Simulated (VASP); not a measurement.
A run of VASP 6.6.1 is set up as follows.

Contents of INCAR:

```
SYSTEM = B
PREC = Accurate ; ENCUT = 520
EDIFF = 1E-6 ; ISMEAR = -1
SIGMA = 0.05 ; LREAL = .FALSE.
LASPH = .TRUE. ; NELM = 80
ALGO = Normal ; ISIF = 2
LWAVE = .FALSE. ; LCHARG = .FALSE.
NBANDS = 8
```

Contents of KPOINTS:

```
Automatic mesh
0
G
  19 19 8
  0 0 0
```

POSCAR

```
B
1.0
    1.7024340000      0.0000000000      0.0000000000
   -0.8512170000      1.4743510000      0.0000000000
    0.0000000000      0.0000000000      3.6354230000
B
1
Direct
    0.0000000000      0.0000000000      0.0000000000
```

Potentials or basis: VASP PAW LDA potentials, release 64 (B).

Launch:

```sh
$ cat potpaw_LDA.64/B/POTCAR > POTCAR
$ mpirun -np 1 vasp_std > vasp.out
```

(1) What does it give for the pressure?

## Answers

(1) -2.9 GPa.
